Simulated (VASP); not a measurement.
# Be2ZnTe2O: relaxation of cell and atoms with PBE

The system is Be2ZnTe2O.

```
Be Zn Te O
1.0
     3.71264    0.00000    0.00000
    -1.85632    3.21524    0.00000
     0.00000    0.00000   10.26246
Be Zn Te O
2 1 2 1
Direct
  0.33333 0.66667 0.36670
  0.66667 0.33333 0.63330
  0.00000 0.00000 0.00000
  0.00000 0.00000 0.25791
  0.00000 0.00000 0.74209
  0.00000 0.00000 0.50000
```

The cell was built from a structure type or drawn by symmetry, and may not be a known phase.

* Program: VASP 6.6.1
* Task: relaxation of cell and atoms
* Functional: PBE
* Potentials or basis: VASP PAW PBE potentials, release 64 (Be, Zn, Te, O)
* Cutoff: 600 eV
* k mesh: 12 × 12 × 4
* Occupations: gaussian, width 0.1 eV
* Spin: no spin polarisation
* Dipole correction: no
* Further INCAR settings: ALGO = Normal; EDIFF = 1e-06; IBRION = 2; EDIFFG = -0.01; NSW = 100; ISIF = 3

- Relaxed volume: 20.79 Å³/atom
- Relaxed cell: a = 3.741 Å, b = 3.741 Å, c = 10.293 Å, α = 90.00°, β = 90.00°, γ = 120.00°
- Space group after relaxing (to 0.1 Å): P-3m1 (No. 164)
- Energy gained by relaxing: 0.7 meV/atom
- Ionic steps: 16
- Pressure after relaxing: 0.0 GPa
- Largest force after relaxing: 0.008 eV/Å
- Band gap on the k mesh: zero (bands 17 and 18 overlap by 0.57 eV)

Forces in eV/Å, atoms in the order of the input:
```
Be   0.000  0.000 -0.001
Be   0.000  0.000  0.001
Zn   0.000  0.000  0.000
Te   0.000  0.000 -0.008
Te   0.000  0.000  0.008
O    0.000  0.000  0.000
```

The path:
```tsv
step	energy change (eV)	largest force (eV/Å)	pressure (GPa)	volume (Å³)
1	0.0000	0.0991	0.22	122.50
2	-0.0016	0.0805	0.01	123.00
3	-0.0017	0.0716	-0.09	123.26
4	-0.0025	0.0341	-0.01	123.28
5	-0.0028	0.0040	0.08	123.31
6	-0.0031	0.0273	0.04	123.56
7	-0.0031	0.0439	0.00	123.75
8	-0.0031	0.0358	0.00	123.66
9	-0.0033	0.0357	0.00	123.82
10	-0.0037	0.0329	-0.02	124.30
11	-0.0035	0.0276	-0.08	125.26
12	-0.0037	0.0288	-0.09	124.78
13	-0.0039	0.0123	-0.01	124.76
14	-0.0039	0.0150	0.00	124.75
15	-0.0039	0.0105	-0.01	124.75
16	-0.0039	0.0077	-0.02	124.75
```

Final structure:
```xyz
6
Lattice="3.7410 0.0000 0.0000 -1.8705 3.2398 0.0000 0.0000 0.0000 10.2931" Properties=species:S:1:pos:R:3 pbc="T T T"
Be    0.0000    2.1599    3.7542
Be    1.8705    1.0799    6.5389
Zn    0.0000    0.0000    0.0000
Te    0.0000    0.0000    2.6864
Te    0.0000    0.0000    7.6068
O     0.0000    0.0000    5.1466
```

Levels at points of the mesh, in eV from the Fermi level:
```
           k point  band 15  band 16  band 17  band 18  band 19  band 20
(0.00, 0.00, 0.00)    -0.28    -0.28     0.22     0.22     2.28     4.02
(0.50, 0.00, 0.00)    -1.96    -0.99    -0.12     0.04     0.96     2.38
(0.00, 0.00, 0.50)    -0.35     0.30     0.30     0.79     1.07     3.94
(0.50, 0.00, 0.50)    -2.02    -1.78    -0.92    -0.27     2.10     2.27
```

Wall time 15 min on 1 thread of Intel(R) Xeon(R) 6975P-C (Granite Rapids), with other jobs on the host, peak memory 0.46 GiB.

Caveat: semilocal functionals underestimate gaps, so a narrow gap can read as zero; spin-orbit coupling is left out, which moves the levels of the heavy elements.
